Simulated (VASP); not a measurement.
# Rh (Fm-3m) in VASP: further runs

Rh is run at these levels: LDA; tasks: relaxation of cell and atoms.

Everything below comes from runs of VASP 6.6.1. Logs are shortened: lines on timing, memory, paths and dates and some standing lists are left out, and cuts for length are marked.

## (1) The cell of the first run

Symmetry: Fm-3m, No. 225, cubic system. The conventional cell has a = 3.754 Å, b = 3.754 Å, c = 3.754 Å, α = 90.00°, β = 90.00°, γ = 90.00°. Within 3.5 Å of Rh (site symmetry m-3m) lie 12 Rh at 2.65 Å.

## (2) Relaxation of cell and atoms, LDA, target pressure 7 GPa, at which the enthalpy is minimised

INCAR reads:

```
SYSTEM = Rh
PREC = Accurate
ENCUT = 600
EDIFF = 1E-6
ISMEAR = -1
SIGMA = 0.05
LREAL = .FALSE.
LASPH = .TRUE.
NELM = 80
ALGO = Normal
ISIF = 3
LWAVE = .FALSE.
LCHARG = .FALSE.
GGA = CA
IBRION = 2
NSW = 100
EDIFFG = -0.002
PSTRESS = 70.0
```

KPOINTS reads:

```
regular mesh
0
G
  24 24 24
  0 0 0
```

POSCAR reads:

```
Rh
1.0
    0.0000000000      1.8768494007      1.8768494007
    1.8768494007      0.0000000000      1.8768494007
    1.8768494007      1.8768494007      0.0000000000
Rh
1
Direct
    0.0000000000      0.0000000000      0.0000000000
```

Potentials or basis: VASP PAW LDA potentials, release 64 (Rh_pv).

The run is started by

```sh
$ cat potpaw_LDA.64/Rh_pv/POTCAR > POTCAR
$ mpirun -np 1 vasp_std > vasp.out
```

OUTCAR:

```text
SYSTEM = Rh
   PREC = Accurate
   ENCUT = 600
   EDIFF = 1E-6
   ISMEAR = -1
   LREAL = .FALSE.
   LASPH = .TRUE.
   NELM = 80
   ISIF = 3
   GGA = CA
   IBRION = 2
   NSW = 100
   EDIFFG = -0.002
   PSTRESS = 70.0

 ion  position               nearest neighbor table
   1  0.000  0.000  0.000-

  LATTYP: Found a face centered cubic cell.
 ALAT       =     3.7536988014

  Lattice vectors:

 A1 = (   0.0000000000,   1.8768494007,   1.8768494007)
 A2 = (   1.8768494007,   0.0000000000,   1.8768494007)
 A3 = (   1.8768494007,   1.8768494007,   0.0000000000)

Analysis of symmetry for initial positions (statically):
=====================================================================
 Subroutine PRICEL returns:
 Original cell was already a primitive cell.

 Routine SETGRP: Setting up the symmetry group for a
 face centered cubic supercell.

 Subroutine GETGRP returns: Found 48 space group operations
 (whereof 48 operations were pure point group operations)
 out of a pool of 48 trial point group operations.

The static configuration has the point symmetry O_h .

Analysis of symmetry for dynamics (positions and initial velocities):
=====================================================================
 Subroutine PRICEL returns:
 Original cell was already a primitive cell.

 Routine SETGRP: Setting up the symmetry group for a
 face centered cubic supercell.

 Subroutine GETGRP returns: Found 48 space group operations
 (whereof 48 operations were pure point group operations)
 out of a pool of 48 trial point group operations.

The dynamic configuration has the point symmetry O_h .

 Subroutine INISYM returns: Found 48 space group operations
 (whereof 48 operations are pure point group operations),
 and found     1 'primitive' translations

----------------------------------------------------------------------------------------

                                     Primitive cell

  volume of cell :      13.2226

  direct lattice vectors                    reciprocal lattice vectors
     0.000000000  1.876849401  1.876849401    -0.266403900  0.266403900  0.266403900
     1.876849401  0.000000000  1.876849401     0.266403900 -0.266403900  0.266403900
     1.876849401  1.876849401  0.000000000     0.266403900  0.266403900 -0.266403900

  length of vectors
     2.654265877  2.654265877  2.654265877     0.461425090  0.461425090  0.461425090

  position of ions in fractional coordinates (direct lattice)
     0.000000000  0.000000000  0.000000000

  ion indices of the primitive-cell ions
   primitive index   ion index
                 1           1

----------------------------------------------------------------------------------------

 KPOINTS: regular mesh

Automatic generation of k-mesh.
 Grid dimensions read from file:
 generate k-points for:   24   24   24

 Generating k-lattice:

  Cartesian coordinates                     Fractional coordinates (reciprocal lattice)
    -0.011100162  0.011100162  0.011100162     0.041666667  0.000000000  0.000000000
     0.011100162 -0.011100162  0.011100162     0.000000000  0.041666667  0.000000000
     0.011100162  0.011100162 -0.011100162     0.000000000  0.000000000  0.041666667

  Length of vectors
     0.019226045  0.019226045  0.019226045

  Shift w.r.t. Gamma in fractional coordinates (k-lattice)
     0.000000000  0.000000000  0.000000000

 Subroutine IBZKPT returns following result:
 ===========================================

 Found    413 irreducible k-points:

 Following reciprocal coordinates:
            Coordinates               Weight
  0.000000  0.000000  0.000000      1.000000
  0.041667  0.000000  0.000000      8.000000
  0.083333  0.000000  0.000000      8.000000
  0.125000  0.000000  0.000000      8.000000
  0.166667  0.000000  0.000000      8.000000
  0.208333  0.000000  0.000000      8.000000
[... 16 lines left out ...]
  0.416667  0.041667  0.000000     24.000000
  0.458333  0.041667  0.000000     24.000000
 [... further k-points ...]
   k-points           NKPTS =    413   k-points in BZ     NKDIM =    413   number of bands    NBANDS=     11
   number of dos      NEDOS =    301   number of ions     NIONS =      1
   total plane-waves  NPLWV =  13824
   dimension x,y,z NGX =    24 NGY =   24 NGZ =   24
   dimension x,y,z NGXF=    48 NGYF=   48 NGZF=   48
   ions per type =               1
   NGX,Y,Z   is equivalent  to a cutoff of  15.03, 15.03, 15.03 a.u.
   NGXF,Y,Z  is equivalent  to a cutoff of  30.06, 30.06, 30.06 a.u.
 SYSTEM =  Rh
   PREC   = accura    normal or accurate (medium, high low for compatibility)
   ISTART =      0    job   : 0-new  1-cont  2-samecut
   ICHARG =      2    charge: 1-file 2-atom 10-const
   ISPIN  =      1    spin polarized calculation?
   LNONCOLLINEAR =      F non collinear calculations
   LSORBIT =      F    spin-orbit coupling
   LASPH  =      T    aspherical Exc in radial PAW
   ENCUT  =  600.0 eV  44.10 Ry    6.64 a.u.   5.30  5.30  5.30*2*pi/ulx,y,z
   NELM   =     80;   NELMIN=  2; NELMDL= -5     # of ELM steps
   EDIFF  = 0.1E-05   stopping-criterion for ELM
   LREAL  =      F    real-space projection
   EDIFFG = -.2E-02   stopping-criterion for IOM
   NSW    =    100    number of steps for IOM
   IBRION =      2    ionic relax: 0-MD 1-quasi-New 2-CG
   NFREE  =      1    steps in history (QN), initial steepest desc. (CG)
   ISIF   =      3    stress and relaxation
   ISYM   =      2    0-nonsym 1-usesym 2-fastsym
   POTIM  = 0.5000    time-step for ionic-motion
   TEBEG  =    0.0;   TEEND  =   0.0 temperature during run
   PSTRESS=   70.0 pullay stress
   NELECT =      15.0000    total number of electrons
   NUPDOWN=      -1.0000    fix difference up-down
   EMIN   =  10.00;   EMAX   =-10.00  energy-range for DOS
   EFERMI =   0.00;   METHOD = LEGACY
   ISMEAR =    -1;   SIGMA  =   0.05  broadening in eV -4-tet -1-fermi 0-gaus
   EFERMI_NEDOS =   21; number of points for ismear=-14 and -15
   IALGO  =     38    algorithm
   IMIX   =      4    mixing-type and parameters
     AMIX     =   0.40;   BMIX     =  1.00
     AMIX_MAG =   1.60;   BMIX_MAG =  1.00
  volume/ion in A,a.u.               =      13.22        89.23
  Fermi-wavevector in a.u.,A,eV,Ry     =   1.707389  3.226497 39.663396  2.915177
  Thomas-Fermi vector in A             =   2.786250
   LORBIT       =      0    0 simple, 1 ext, 2 COOP (PROOUT), +10 PAW based schemes
   GGA     = CA    functional components
   LHFCALC =     F    Hartree Fock is set to
   AEXX    =    0.0000 exact exchange contribution
   IVDW    =     0    specifies the selected vdW correction
   LEPSILON=     F    determine dielectric tensor
   LRPA    =     F    only Hartree local field effects (RPA)
 conjugate gradient relaxation of ions
 non-spin polarized calculation
  energy-cutoff  :      600.00
  volume of cell :       13.22
 maximum number of plane-waves:       459
 NGX is ok and might be reduce to    24
   NGX = 11   NGY = 11   NGZ = 11

--------------------------------------- Ionic step        1  -------------------------------------------

 number of electron      15.0000001 magnetization

 Free energy of the ion-electron system (eV)
  ---------------------------------------------------
  ext. energy  EPLUGINS =         0.00000000
  ---------------------------------------------------
  free energy    TOTEN  =        -8.68901729 eV

  energy without entropy =       -8.67981612  energy(sigma->0) =       -8.68441671

------------------------ aborting loop because EDIFF is reached ----------------------------------------

  FORCE on cell =-STRESS in cart. coord.  units (eV):
  Direction    XX          YY          ZZ          XY          YZ          ZX
  --------------------------------------------------------------------------------------
  -------------------------------------------------------------------------------------
  Total        0.0658883      0.0658883      0.0658883     -0.0000000     -0.0000000      0.0000000
  in kB        7.9836376      7.9836376      7.9836376     -0.0000000     -0.0000000      0.0000000
  external PRESSURE =     -62.0163624 kB  Pullay stress =      70.0000000 kB
[... 170 lines left out ...]
  enthalpy is  TOTEN    =        -8.1160476317 eV   P V=        0.5674306109

--------------------------------------- Ionic step        6  -------------------------------------------

 number of electron      14.9999999 magnetization

 Free energy of the ion-electron system (eV)
  ---------------------------------------------------
  ext. energy  EPLUGINS =         0.00000000
  ---------------------------------------------------
  free energy    TOTEN  =        -8.68325378 eV

  energy without entropy =       -8.67440410  energy(sigma->0) =       -8.67882894

 E-fermi :  12.8017     XC(G=0): -14.7206

 val. band max:       12.8009798174   @ k =   0.4167   0.0833   0.0417
 cond. band min:      12.8123963105   @ k =   0.4583   0.2083   0.0833
 fundamental gap:      0.0114164931
 Fermi energy:        12.8016758223

 k-point     1 :       0.0000    0.0000    0.0000
  band No.  band energies     occupation
      1     -33.4650      2.00000
      2     -33.4650      2.00000
      3     -33.4650      2.00000
      4       4.3469      2.00000
      5       9.4042      2.00000
      6       9.4042      2.00000
      7       9.4042      2.00000
      8      11.7293      2.00000
      9      11.7293      2.00000
     10      28.6887      0.00000
     11      32.9884      0.00000
[... 309 lines left out ...]
 k-point    24 :       0.4583    0.0417    0.0000
  band No.  band energies     occupation
      1     -34.3417      2.00000
      2     -33.5924      2.00000
      3     -33.5918      2.00000
      4       6.2246      2.00000
      5       9.3008      2.00000
      6       9.4206      2.00000
      7      12.2899      1.99993
      8      13.4054      0.00001
      9      13.9595      0.00000
     10      22.5771      0.00000
     11      28.4936      0.00000

 [... further k-points ...]

------------------------ aborting loop because EDIFF is reached ----------------------------------------

  FORCE on cell =-STRESS in cart. coord.  units (eV):
  Direction    XX          YY          ZZ          XY          YZ          ZX
  --------------------------------------------------------------------------------------
  -------------------------------------------------------------------------------------
  Total        0.5684653      0.5684653      0.5684653      0.0000000      0.0000000      0.0000000
  in kB       70.1557352     70.1557352     70.1557352      0.0000000      0.0000000      0.0000000
  external PRESSURE =       0.1557352 kB  Pullay stress =      70.0000000 kB
[... 16 lines left out ...]
  FREE ENERGIE OF THE ION-ELECTRON SYSTEM (eV)
  ---------------------------------------------------
  free  energy   TOTEN  =        -8.6832537801 eV

  energy  without entropy=       -8.6744040952  energy(sigma->0) =       -8.67882894

  enthalpy is  TOTEN    =        -8.1160503492 eV   P V=        0.5672034310

 reached required accuracy - stopping structural energy minimisation
```

It took 2 min on 1 thread of AMD EPYC 9R45 (Zen 5), shared host; peak memory 0.17 GiB.

What came out:

```yaml
Free_energy: -8.6833 eV
Relaxed_volume: 12.98 Å³/atom
Relaxed_cell: a = 2.638 Å, b = 2.638 Å, c = 2.638 Å, α = 60.00°, β = 60.00°, γ = 60.00°
Space_group_after_relaxing_to_0.1_Å: Fm-3m (No. 225)
Energy_change_on_relaxing_the_run_minimises_the_enthalpy: +5.8 meV/atom
Ionic_steps: 6
Pressure_after_relaxing: 7.0 GPa
Band_gap_on_the_k_mesh: zero (an odd number of electrons rules out a gap without spin polarisation)
```

Step by step:
| step | energy change (eV) | largest force (eV/Å) | pressure (GPa) | volume (Å³) |
| --- | --- | --- | --- | --- |
| 1 | 0.0000 | 0.0000 | 0.80 | 13.22 |
| 2 | 0.0854 | 0.0000 | 30.03 | 12.27 |
| 3 | 0.0056 | 0.0000 | 6.83 | 12.99 |
| 4 | 0.0058 | 0.0000 | 7.05 | 12.98 |
| 5 | 0.0055 | 0.0000 | 6.81 | 12.99 |
| 6 | 0.0058 | 0.0000 | 7.02 | 12.98 |

Final structure:
```
Rh
1.0
     0.00000    1.86541    1.86541
     1.86541    0.00000    1.86541
     1.86541    1.86541    0.00000
Rh
1
Direct
  0.00000 0.00000 0.00000
```

Caveat: the cell is relaxed towards a set pressure, so the run minimises the enthalpy, not the energy. Zero-point motion and thermal expansion aren't in these numbers.

## (3) Relaxation of cell and atoms, LDA, target pressure 10 GPa, at which the enthalpy is minimised

INCAR reads:

```
SYSTEM = Rh
ALGO = Normal ; EDIFF = 1E-6
EDIFFG = -0.002 ; ENCUT = 600
GGA = CA ; IBRION = 2
ISIF = 3 ; ISMEAR = -1
LASPH = .True. ; LCHARG = .False.
LREAL = .False. ; LWAVE = .False.
NELM = 80 ; NSW = 100
PREC = Accurate ; PSTRESS = 100.0
SIGMA = 0.05
```

KPOINTS reads:

```
k-points
0
Gamma
  24 24 24
  0 0 0
```

POSCAR is that of step 2.

Potentials or basis: VASP PAW LDA potentials, release 64 (Rh_pv).

The run is started by

```sh
$ cat potpaw_LDA.64/Rh_pv/POTCAR > POTCAR
$ mpirun -np 1 vasp_std > vasp.out
```

Wall time 3.2 min (1 thread of AMD EPYC 9R45 (Zen 5), shared host); peak memory 0.17 GiB.

Results (log left out):

- Free energy: -8.6775 eV
- Relaxed volume: 12.87 Å³/atom
- Relaxed cell: a = 2.631 Å, b = 2.631 Å, c = 2.631 Å, α = 60.00°, β = 60.00°, γ = 60.00°
- Space group after relaxing (to 0.1 Å): Fm-3m (No. 225)
- Energy change on relaxing (the run minimises the enthalpy): +11.5 meV/atom
- Ionic steps: 12
- Pressure after relaxing: 10.0 GPa
- Band gap on the k mesh: zero (an odd number of electrons rules out a gap without spin polarisation)

Step by step:
```csv
step,energy change (eV),largest force (eV/Å),pressure (GPa),volume (Å³)
1,0.0000,0.0000,0.80,13.22
2,0.1936,0.0000,48.60,11.82
3,0.0108,0.0000,9.58,12.89
4,0.0115,0.0000,9.95,12.87
5,0.0120,0.0000,10.18,12.87
6,0.0105,0.0000,9.57,12.89
7,0.0115,0.0000,9.93,12.87
8,0.0117,0.0000,10.08,12.87
9,0.0116,0.0000,10.04,12.87
10,0.0116,0.0000,10.06,12.87
11,0.0116,0.0000,10.05,12.87
12,0.0115,0.0000,9.99,12.87
```

Final structure:
```
CELL_PARAMETERS angstrom
0.00000 1.86022 1.86022
1.86022 0.00000 1.86022
1.86022 1.86022 0.00000
ATOMIC_POSITIONS crystal
Rh 0.00000 0.00000 0.00000
```

Levels at points of the mesh, in eV from the Fermi level:
```tsv
k point	band 4	band 5	band 6	band 7	band 8	band 9	band 10	band 11
(0.00, 0.00, 0.00)	-8.52	-3.44	-3.44	-3.44	-1.09	-1.09	15.87	20.16
(0.50, 0.00, 0.00)	-6.74	-3.52	-3.52	0.63	0.66	0.66	9.30	15.42
(0.50, 0.50, 0.00)	-6.99	-6.61	0.64	1.12	1.12	3.30	13.12	13.60
```

Caveat: the cell is relaxed towards a set pressure, so the run minimises the enthalpy, not the energy. LDA usually gives volumes a few per cent too small.

## (4) Relaxation of cell and atoms, LDA, target pressure 15 GPa, at which the enthalpy is minimised

INCAR reads:

```
ALGO = Normal
EDIFF = 1E-7
EDIFFG = -0.002
ENCUT = 600
IBRION = 2
ISIF = 3
ISMEAR = -1
LASPH = T
LCHARG = F
LREAL = F
LWAVE = F
NELM = 100
NSW = 100
PREC = Accurate
PSTRESS = 150.0
SIGMA = 0.05
```

KPOINTS reads:

```
k-points
0
Gamma
  24 24 24
```

POSCAR is that of step 3.

The run is started by

```sh
$ cat potpaw_LDA.64/Rh_pv/POTCAR > POTCAR
$ mpirun -np 1 vasp_std > vasp.out
```

It took 2.9 min on 1 thread of AMD EPYC 9R45 (Zen 5), shared host; peak memory 0.18 GiB.

The run converged. Its results:

```yaml
Free_energy: -8.6644 eV
Relaxed_volume: 12.71 Å³/atom
Relaxed_cell: a = 2.619 Å, b = 2.619 Å, c = 2.619 Å, α = 60.00°, β = 60.00°, γ = 60.00°
Space_group_after_relaxing_to_0.1_Å: Fm-3m (No. 225)
Energy_change_on_relaxing_the_run_minimises_the_enthalpy: +24.6 meV/atom
Ionic_steps: 7
Pressure_after_relaxing: 15.0 GPa
Band_gap_on_the_k_mesh: zero (an odd number of electrons rules out a gap without spin polarisation)
```

Step by step:
```
step  energy change (eV)  largest force (eV/Å)  pressure (GPa)  volume (Å³)
   1              0.0000                0.0000            0.80        13.22
   2              0.4942                0.0000           87.78        11.10
   3              0.0220                0.0000           14.11        12.73
   4              0.0241                0.0000           14.81        12.71
   5              0.0250                0.0000           15.13        12.70
   6              0.0235                0.0000           14.64        12.72
   7              0.0246                0.0000           15.00        12.71
```

Final structure:
```xyz
1
Lattice="0.0000 1.8520 1.8520 1.8520 0.0000 1.8520 1.8520 1.8520 0.0000" Properties=species:S:1:pos:R:3 pbc="T T T"
Rh    0.0000    0.0000    0.0000
```

Levels at points of the mesh, in eV from the Fermi level:
| k point | band 3 | band 4 | band 5 | band 6 | band 7 | band 8 | band 9 | band 10 | band 11 |
| --- | --- | --- | --- | --- | --- | --- | --- | --- | --- |
| (0.00, 0.00, 0.00) | -46.30 | -8.62 | -3.51 | -3.51 | -3.51 | -1.11 | -1.11 | 15.85 | 20.13 |
| (0.50, 0.00, 0.00) | -46.44 | -6.86 | -3.60 | -3.60 | 0.62 | 0.67 | 0.67 | 9.45 | 15.40 |
| (0.50, 0.50, 0.00) | -46.66 | -7.13 | -6.74 | 0.65 | 1.14 | 1.14 | 3.32 | 13.30 | 13.68 |

Caveat: the cell is relaxed towards a set pressure, so the run minimises the enthalpy, not the energy.

## (5) The runs side by side

| cell | gap on the mesh (eV) | pressure (GPa) |
| --- | --- | --- |
| relaxed to 7 GPa | none | 7.0 |
| relaxed to 10 GPa | none | 10.0 |
| relaxed to 15 GPa | none | 15.0 |

Alike in all rows: task relaxation of cell and atoms; level LDA; potentials or basis VASP PAW LDA potentials, release 64 (Rh_pv); no spin polarisation; k mesh 24 × 24 × 24; cutoff (eV) 600; smearing fermi-dirac 0.05 eV.

Caveats: the cell is relaxed towards a set pressure, so the run minimises the enthalpy, not the energy.

Total energies depend on the potentials used, so only differences within one code and one set of settings carry meaning.
